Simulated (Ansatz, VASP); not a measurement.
**Two plane-wave programs on Rh**

```xyz
1
Lattice="0.0000 1.9287 1.9287 1.9287 0.0000 1.9287 1.9287 1.9287 0.0000" Properties=species:S:1:pos:R:3 pbc="T T T"
Rh    0.0000    0.0000    0.0000
```

Alike in both runs: task relaxation of cell and atoms; functional RPBE; k mesh 18 × 18 × 18; occupations gaussian, width 0.1 eV; no spin polarisation.

```csv
,VASP,Ansatz
version,VASP 6.6.1,Ansatz 0.2.0
potentials or method,"VASP PAW PBE potentials, release 64 (Rh_pv), cutoff 600 eV","scalar-relativistic, plane waves, PAW"
valence electrons in the cell,15,17
```

|  | VASP | Ansatz | Ansatz less VASP |
| --- | --- | --- | --- |
| gap on the k mesh at the Fermi level, each at its own relaxed structure (eV) | none | none | - |
| relaxed volume (Å³/atom) | 14.30 | 14.31 | +0.003 |
| relaxed cell length with the largest relative difference (Å) | 2.725 | 2.725 | +0.0002 |

VASP's potentials were made for PBE, not for RPBE. A gap of «none» marks a metal or a gap that the smearing closes. VASP's potentials hold 15 valence electrons a cell and Ansatz's 17, so a difference there can come from the potentials and not from the codes.
